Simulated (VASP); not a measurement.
# TiSi (Cmmm) in VASP: a series of runs

The runs below take TiSi through single point, with PBEsol.

Program: VASP 6.6.1. These are calculated values, not measurements. Logs are shortened: lines on timing, memory, paths and dates and some standing lists are left out, and cuts for length are marked.

## Step 1: The cell of the first run

The structure is orthorhombic, space group Cmmm (No. 65). The conventional cell has a = 3.547 Å, b = 4.081 Å, c = 3.838 Å, α = 90.00°, β = 90.00°, γ = 90.00°. Ti (site symmetry mmm) has 8 Si at 2.61 to 2.80 Å and 4 Ti at 2.70 Å within 3.4 Å. Within 3.4 Å of Si (site symmetry mmm) lie 8 Ti at 2.61 to 2.80 Å and 4 Si at 2.70 Å.

## Step 2: Single point, PBEsol (biaxial strain in the a-b plane: -1.5 %, then relaxed in part)

File INCAR:

```
SYSTEM = TiSi
PREC = Accurate ; ENCUT = 520
EDIFF = 1E-6 ; ISMEAR = 0
SIGMA = 0.1 ; LREAL = .FALSE.
LASPH = .TRUE. ; NELM = 100
ALGO = Normal ; ISIF = 2
LWAVE = .FALSE. ; LCHARG = .FALSE.
GGA = PS ; NBANDS = 24
```

File KPOINTS:

```
regular mesh
0
G
  14 12 14
  0 0 0
```

File POSCAR:

```
TiSi
1.0
    3.5467798269      0.0000000000      0.0000000000
    0.0000000000      4.0807547447      0.0000000000
    0.0000000000      0.0000000000      3.8377067158
Ti Si
2 2
Direct
    0.0000000000      0.5000000000      0.0000000000
    0.5000000000      0.0000000000      0.0000000000
    0.0000000000      0.0000000000      0.5000000000
    0.5000000000      0.5000000000      0.5000000000
```

Potentials or basis: VASP PAW PBE potentials, release 64 (Ti_sv, Si).

Started as:

```console
> cat potpaw_PBE.64/Ti_sv/POTCAR potpaw_PBE.64/Si/POTCAR > POTCAR
> mpirun -np 1 vasp_std > vasp.out
```

OUTCAR:

```text
SYSTEM = TiSi
   PREC = Accurate
   ENCUT = 520
   EDIFF = 1E-6
   ISMEAR = 0
   LREAL = .FALSE.
   LASPH = .TRUE.
   NELM = 100
   ISIF = 2
   GGA = PS

 ion  position               nearest neighbor table
   1  0.000  0.500  0.000-   4 2.61   4 2.61   4 2.61   4 2.61   2 2.70   2 2.70   2 2.70   2 2.70
                             3 2.80   3 2.80   3 2.80   3 2.80
   2  0.500  0.000  0.000-   3 2.61   3 2.61   3 2.61   3 2.61   1 2.70   1 2.70   1 2.70   1 2.70
                             4 2.80   4 2.80   4 2.80   4 2.80
   3  0.000  0.000  0.500-   2 2.61   2 2.61   2 2.61   2 2.61   4 2.70   4 2.70   4 2.70   4 2.70
                             1 2.80   1 2.80   1 2.80   1 2.80
   4  0.500  0.500  0.500-   1 2.61   1 2.61   1 2.61   1 2.61   3 2.70   3 2.70   3 2.70   3 2.70
                             2 2.80   2 2.80   2 2.80   2 2.80

  LATTYP: Found a simple orthorhombic cell.
 ALAT       =     3.5467798269
 B/A-ratio  =     1.0820256410
 C/A-ratio  =     1.1505520342

  Lattice vectors:

 A1 = (  -3.5467798269,   0.0000000000,   0.0000000000)
 A2 = (   0.0000000000,   0.0000000000,   3.8377067158)
 A3 = (   0.0000000000,   4.0807547447,   0.0000000000)

Analysis of symmetry for initial positions (statically):
=====================================================================
 Subroutine PRICEL returns following result:

  LATTYP: Found a base centered orthorhombic cell.
 ALAT       =     3.5467798269
 B/A-ratio  =     1.1505520342
 C/A-ratio  =     1.0820256410

  Lattice vectors:

 A1 = (   1.7733899134,  -2.0403773724,   0.0000000000)
 A2 = (   1.7733899134,   2.0403773723,   0.0000000000)
 A3 = (   0.0000000000,   0.0000000000,   3.8377067158)

   2 primitive cells build up your supercell.

 Routine SETGRP: Setting up the symmetry group for a
 simple orthorhombic supercell.

 Subroutine GETGRP returns: Found  8 space group operations
 (whereof  8 operations were pure point group operations)
 out of a pool of  8 trial point group operations.

The static configuration has the point symmetry D_2h.

Analysis of symmetry for dynamics (positions and initial velocities):
=====================================================================
 Subroutine PRICEL returns following result:

  LATTYP: Found a base centered orthorhombic cell.
 ALAT       =     3.5467798269
 B/A-ratio  =     1.1505520342
 C/A-ratio  =     1.0820256410

  Lattice vectors:

 A1 = (   1.7733899134,  -2.0403773724,   0.0000000000)
 A2 = (   1.7733899134,   2.0403773723,   0.0000000000)
[... 111 lines left out ...]
   EDIFF  = 0.1E-05   stopping-criterion for ELM
   LREAL  =      F    real-space projection
   EDIFFG = 0.1E-04   stopping-criterion for IOM
   NSW    =      0    number of steps for IOM
   IBRION =     -1    ionic relax: 0-MD 1-quasi-New 2-CG
   NFREE  =      0    steps in history (QN), initial steepest desc. (CG)
   ISIF   =      2    stress and relaxation
   ISYM   =      2    0-nonsym 1-usesym 2-fastsym
   POTIM  = 0.5000    time-step for ionic-motion
   TEBEG  =    0.0;   TEEND  =   0.0 temperature during run
   PSTRESS=    0.0 pullay stress
   NELECT =      32.0000    total number of electrons
   NUPDOWN=      -1.0000    fix difference up-down
   EMIN   =  10.00;   EMAX   =-10.00  energy-range for DOS
   EFERMI =   0.00;   METHOD = LEGACY
   ISMEAR =     0;   SIGMA  =   0.10  broadening in eV -4-tet -1-fermi 0-gaus
   EFERMI_NEDOS =   21; number of points for ismear=-14 and -15
   IALGO  =     38    algorithm
   IMIX   =      4    mixing-type and parameters
     AMIX     =   0.40;   BMIX     =  1.00
     AMIX_MAG =   1.60;   BMIX_MAG =  1.00
  volume/ion in A,a.u.               =      13.89        93.71
  Fermi-wavevector in a.u.,A,eV,Ry     =   1.362206  2.574195 25.247026  1.855604
  Thomas-Fermi vector in A             =   2.488715
   LORBIT       =      0    0 simple, 1 ext, 2 COOP (PROOUT), +10 PAW based schemes
   GGA     = PS    functional components
   LHFCALC =     F    Hartree Fock is set to
   AEXX    =    0.0000 exact exchange contribution
   IVDW    =     0    specifies the selected vdW correction
   LEPSILON=     F    determine dielectric tensor
   LRPA    =     F    only Hartree local field effects (RPA)
 non-spin polarized calculation
 Gauss-broadening in eV      SIGMA  =   0.10
  energy-cutoff  :      520.00
  volume of cell :       55.55
 maximum number of plane-waves:      1516
 NGX is ok and might be reduce to    28
   NGX = 13   NGY = 15   NGZ = 15

 number of electron      32.0000016 magnetization

 Free energy of the ion-electron system (eV)
  ---------------------------------------------------
  ext. energy  EPLUGINS =         0.00000000
  ---------------------------------------------------
  free energy    TOTEN  =       -30.64315243 eV

  energy without entropy =      -30.63179435  energy(sigma->0) =      -30.63747339

 E-fermi :  10.7200     XC(G=0): -12.0762

 val. band max:       10.7162482982   @ k =   0.2143   0.2500   0.2143
 cond. band min:      10.7210527882   @ k =   0.1429   0.4167   0.2857
 fundamental gap:      0.0048044900
 Fermi energy:        10.7199854145

 k-point     1 :       0.0000    0.0000    0.0000
  band No.  band energies     occupation
      1     -45.6617      2.00000
      2     -45.4675      2.00000
      3     -22.2793      2.00000
      4     -22.1973      2.00000
      5     -22.1791      2.00000
      6     -22.0129      2.00000
[... 637 lines left out ...]
     23      15.0119      0.00000
     24      15.0119      0.00000

 [... further k-points ...]

------------------------ aborting loop because EDIFF is reached ----------------------------------------

  FORCE on cell =-STRESS in cart. coord.  units (eV):
  Direction    XX          YY          ZZ          XY          YZ          ZX
  --------------------------------------------------------------------------------------
  -------------------------------------------------------------------------------------
  Total        1.4009219      0.8816106      0.0288233      0.0000000      0.0000000      0.0000000
  in kB       40.4089903     25.4296782      0.8313967      0.0000000      0.0000000      0.0000000
  external PRESSURE =      22.2233551 kB  Pullay stress =       0.0000000 kB

 VOLUME and BASIS-vectors are now :
 -----------------------------------------------------------------------------
  energy-cutoff  :      520.00
  volume of cell :       55.55
      direct lattice vectors                 reciprocal lattice vectors
     3.546779827  0.000000000  0.000000000     0.281945891  0.000000000  0.000000000
     0.000000000  4.080754745  0.000000000     0.000000000  0.245052708  0.000000000
     0.000000000  0.000000000  3.837706716     0.000000000  0.000000000  0.260572283

 POSITION                                       TOTAL-FORCE (eV/Angst)
 -----------------------------------------------------------------------------------
      0.00000      2.04038      0.00000         0.000000      0.000000      0.000000
      1.77339      0.00000      0.00000         0.000000      0.000000     -0.000000
      0.00000      0.00000      1.91885         0.000000     -0.000000      0.000000
      1.77339      2.04038      1.91885         0.000000     -0.000000      0.000000
 -----------------------------------------------------------------------------------
    total drift:                                0.000000      0.000000     -0.000000

  FREE ENERGIE OF THE ION-ELECTRON SYSTEM (eV)
  ---------------------------------------------------
  free  energy   TOTEN  =       -30.6431524275 eV

  energy  without entropy=      -30.6317943460  energy(sigma->0) =      -30.63747339
```

stdout:

```text
POSCAR found type information on POSCAR TiSi
 POSCAR found :  2 types and       4 ions
 scaLAPACK will be used
 -----------------------------------------------------------------------------
|                                                                             |
|                                                                             |
|     You enforced a specific xc type in the INCAR file but a different       |
|     I HOPE YOU KNOW WHAT YOU ARE DOING!                                     |
|                                                                             |
 -----------------------------------------------------------------------------

 LDA part: xc-table for (Slater+PW92), standard interpolation
 POSCAR, INCAR and KPOINTS ok, starting setup
 FFT: planning ... GRIDC
 FFT: planning ... GRID_SOFT
 FFT: planning ... GRID
 WAVECAR not read
 entering main loop
```

Run time: 3 min. Hardware: 1 thread of Intel Xeon 6975P-C (Granite Rapids), shared host; peak memory 0.56 GiB.

What came out:

* Free energy: -30.6432 eV
* Pressure: 2.2 GPa
* Band gap on the k mesh: zero (bands 16 and 17 overlap by 1.94 eV)

Caveat: the cell differs from its parent crystal (biaxial strain in the a-b plane: -1.5 %, then relaxed in part); the PAW data sets were made with another functional, which shifts forces and pressure a little.

## Step 3: Single point, PBEsol

This run uses another cell than the first one, of 14.13 Å³/atom.

File INCAR:

```
SYSTEM = TiSi
ALGO = Normal ; EDIFF = 1E-7
ENCUT = 520 ; GGA = PS
ISIF = 2 ; ISMEAR = 0
LASPH = .True. ; LCHARG = .True.
LELF = .True. ; LREAL = .False.
LVHAR = .True. ; LWAVE = .False.
NBANDS = 24 ; NELM = 100
PREC = Accurate ; SIGMA = 0.1
```

File KPOINTS:

```
k-points
0
Gamma
  14 12 14
  0 0 0
```

File POSCAR:

```
TiSi
1.0
    3.6007917025      0.0000000000      0.0000000000
    0.0000000000      4.1428982180      0.0000000000
    0.0000000000      0.0000000000      3.7892824942
Ti Si
2 2
Direct
    0.0000000000      0.5000000000      0.0000000000
    0.5000000000      0.0000000000      0.0000000000
    0.0000000000      0.0000000000      0.5000000000
    0.5000000000      0.5000000000      0.5000000000
```

Potentials or basis: VASP PAW PBE potentials, release 64 (Ti_sv, Si).

Started as:

```console
> cat potpaw_PBE.64/Ti_sv/POTCAR potpaw_PBE.64/Si/POTCAR > POTCAR
> mpirun -np 1 vasp_std > vasp.out
```

Run time: 3.5 min. Hardware: 1 thread of Intel Xeon 6975P-C (Granite Rapids), shared host; peak memory 0.57 GiB.

It converged, with:

* Free energy: -30.6604 eV
* Pressure: 0.1 GPa
* Band gap on the k mesh: zero (bands 16 and 17 overlap by 1.86 eV)

Stress tensor (GPa, compression positive):
```
 0.47  0.00  0.00
 0.00 -0.37  0.00
 0.00  0.00  0.21
```

Levels at points of the mesh, in eV from the Fermi level:
```csv
k point,band 12,band 13,band 14,band 15,band 16,band 17,band 18,band 19,band 20,band 21
"(0.00, 0.00, 0.00)",-2.56,-1.80,-1.63,-1.36,-1.23,-0.97,-0.42,1.76,2.40,2.97
"(0.50, 0.00, 0.00)",-2.36,-2.35,-2.35,-2.21,-2.21,0.58,0.58,1.93,1.93,2.62
"(0.00, 0.50, 0.00)",-1.95,-1.94,-1.94,-0.82,-0.82,0.58,0.58,0.67,0.67,2.79
"(0.50, 0.50, 0.00)",-6.53,-3.03,-3.03,-0.86,-0.86,1.69,1.69,2.45,2.45,4.46
"(0.00, 0.00, 0.50)",-3.97,-3.54,-2.90,-0.93,0.48,0.74,1.72,2.20,2.52,2.79
"(0.50, 0.00, 0.50)",-4.02,-2.57,-2.57,-0.29,-0.29,0.05,0.05,1.29,1.29,2.09
"(0.00, 0.50, 0.50)",-4.63,-1.91,-1.91,0.81,0.81,0.84,0.84,1.38,1.38,1.43
"(0.50, 0.50, 0.50)",-4.98,-2.61,-2.61,-1.78,-1.78,1.36,1.36,1.84,1.84,1.97
```

Caveat: the PAW data sets were made with another functional, which shifts forces and pressure a little.

## Step 4: Single point, PBEsol (13.71 Å³/atom)

File INCAR:

```
PREC     = Accurate       # precision mode
ENCUT    = 520            # plane-wave cutoff, eV
EDIFF    = 1E-7           # SCF threshold, eV
ISMEAR   = 0              # smearing method
SIGMA    = 0.1            # smearing width, eV
LREAL    = F              # projectors in reciprocal space
LASPH    = T              # aspherical terms in the spheres
NELM     = 100            # most SCF steps
ALGO     = Normal         # electronic algorithm
ISIF     = 2              # what is computed and relaxed
LWAVE    = F              # write WAVECAR
LCHARG   = F              # write CHGCAR
GGA      = PS             # functional
NBANDS   = 42             # bands
```

File KPOINTS:

```
regular mesh
0
Gamma
  10 6 10
```

File POSCAR:

```
TiSi
1.0
    3.5831432146      0.0000000000      0.0000000000
    0.0000000000      7.5331360561      0.0000000000
    0.0000000000      0.0000000000      4.0627584122
Ti Si
4 4
Direct
    0.0000000000      0.5000000000      0.0507500000
    0.5000000000      0.5000000000      0.5507500000
    0.5000000000      0.0000000000      0.5507500000
    0.0000000000      0.0000000000      0.0507500000
    0.0000000000      0.7500000000      0.5507500000
    0.0000000000      0.2500000000      0.5507500000
    0.5000000000      0.2500000000      0.0507500000
    0.5000000000      0.7500000000      0.0507500000
```

Started as:

```console
> cat potpaw_PBE.64/Ti_sv/POTCAR potpaw_PBE.64/Si/POTCAR > POTCAR
> mpirun -np 1 vasp_std > vasp.out
```

Wall time 6.7 min (1 thread of AMD EPYC 9R45 (Zen 5), shared host); peak memory 0.53 GiB.

It converged, with:

- Free energy: -61.2760 eV
- Pressure: 4.5 GPa
- Band gap on the k mesh: zero (bands 32 and 33 overlap by 1.10 eV)

Stress tensor (GPa, compression positive):
```
4.47 0.00 0.00
0.00 4.64 0.00
0.00 0.00 4.43
```

Levels at points of the mesh, in eV from the Fermi level:
```
           k point  band 28  band 29  band 30  band 31  band 32  band 33  band 34  band 35  band 36  band 37
(0.00, 0.00, 0.00)    -1.78    -1.42    -1.35    -1.06    -1.03    -0.52     0.43     0.83     1.74     1.85
(0.50, 0.00, 0.00)    -2.39    -2.21    -2.21    -0.21    -0.21     0.08     0.08     0.55     0.55     1.28
(0.00, 0.50, 0.00)    -1.20    -1.13    -1.13    -0.30    -0.30     0.46     0.46     0.58     0.58     1.26
(0.50, 0.50, 0.00)    -2.43    -1.58    -1.58    -1.58    -1.58     0.23     0.23     0.23     0.23     2.03
(0.00, 0.00, 0.50)    -2.02    -0.92    -0.92     0.55     0.55     0.77     0.77     0.79     0.79     0.88
(0.50, 0.00, 0.50)    -2.63    -1.81    -1.81    -0.87    -0.87     1.36     1.36     1.69     1.69     1.85
(0.00, 0.50, 0.50)    -1.57    -0.76    -0.76    -0.76    -0.76     0.71     0.71     0.71     0.71     0.95
(0.50, 0.50, 0.50)    -2.90    -1.09    -1.09    -1.09    -1.09     1.75     1.75     1.75     1.75     2.32
```

Caveat: the cell stands under pressure; the PAW data sets were made with another functional, which shifts forces and pressure a little.

(Part 1 of 2 ends here.)
